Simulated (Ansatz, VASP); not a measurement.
## GaP: VASP beside Ansatz

Contents of INCAR:

```
SYSTEM = GaP
PREC     = Accurate       ! precision mode
ENCUT    = 520            ! plane-wave cutoff, eV
EDIFF    = 1E-6           ! SCF threshold, eV
ISMEAR   = 0              ! smearing method
SIGMA    = 0.05           ! smearing width, eV
LREAL    = .FALSE.        ! projectors in reciprocal space
LASPH    = .TRUE.         ! aspherical terms in the spheres
NELM     = 60             ! most SCF steps
ALGO     = Normal         ! electronic algorithm
ISIF     = 2              ! what is computed and relaxed
LWAVE    = .FALSE.        ! write WAVECAR
LCHARG   = .TRUE.         ! write CHGCAR
GGA      = PE             ! functional
LELF     = .TRUE.         ! ELF
LVHAR    = .TRUE.       
NBANDS   = 26             ! bands
```

The input KPOINTS:

```
regular mesh
0
G
  9 9 9
  0 0 0
```

The input POSCAR:

```
GaP
1.0
    1.8910480484      1.0917970998      6.7896189131
   -1.8910480484      1.0917970998      6.7896189131
    0.0000000000     -2.1835941996      6.7896189131
Ga P
2 2
Direct
    0.4355841032      0.4355841032      0.4355841032
    0.5644158968      0.5644158968      0.5644158968
    0.0575077006      0.0575077006      0.0575077006
    0.9424922994      0.9424922994      0.9424922994
```

Input for Ansatz:

```yaml
crystal:
  lattice:
    - [1.8910480484, 1.0917970998, 6.7896189131]
    - [-1.8910480484, 1.0917970998, 6.7896189131]
    - [0.0, -2.1835941996, 6.7896189131]
  atoms:
    - { symbol: Ga, position: [0.4355841032, 0.4355841032, 0.4355841032] }
    - { symbol: Ga, position: [0.5644158968, 0.5644158968, 0.5644158968] }
    - { symbol: P, position: [0.0575077006, 0.0575077006, 0.0575077006] }
    - { symbol: P, position: [0.9424922994, 0.9424922994, 0.9424922994] }
basis:
  ecutwfc: 420
kpoints:
  mp_grid: { grid: [9, 9, 9] }
hamiltonian:
  xc: pbe
  pseudopotentials: { kind: paw, azcp: { folder: soft_1 } }
scf:
  occupations: { method: gaussian, width: 0.05 }
output:
  forces: true
  stress: true
  eigenvalues: true
```

Alike in both runs: task single point; functional PBE; k mesh 9 × 9 × 9; occupations gaussian, width 0.05 eV; no spin polarisation.

|  | VASP | Ansatz |
| --- | --- | --- |
| version | VASP 6.6.1 | Ansatz 0.2.0 |
| potentials or method | VASP PAW PBE potentials, release 64 (Ga_d, P), cutoff 520 eV | scalar-relativistic, plane waves, PAW |
| valence electrons in the cell | 36 | 36 |

Ansatz gave:

```
gap on the k mesh at the Fermi level (eV)                     : 0.50
least direct gap on the mesh (eV)                             : 0.50
pressure (GPa)                                                : 0.1
traceless stress, the component that is largest in VASP (GPa) : -8.93
rms of the force components (eV/Å)                            : 0.310
```

Question: What did VASP give for the same quantities?

Answer: gap on the k mesh at the Fermi level (eV): 0.50; least direct gap on the mesh (eV): 0.50; pressure (GPa): 0.1; traceless stress, the component that is largest in VASP (GPa): -8.97; rms of the force components (eV/Å): 0.318.

Atom by atom the forces differ by 0.010 eV/Å (rms over components).
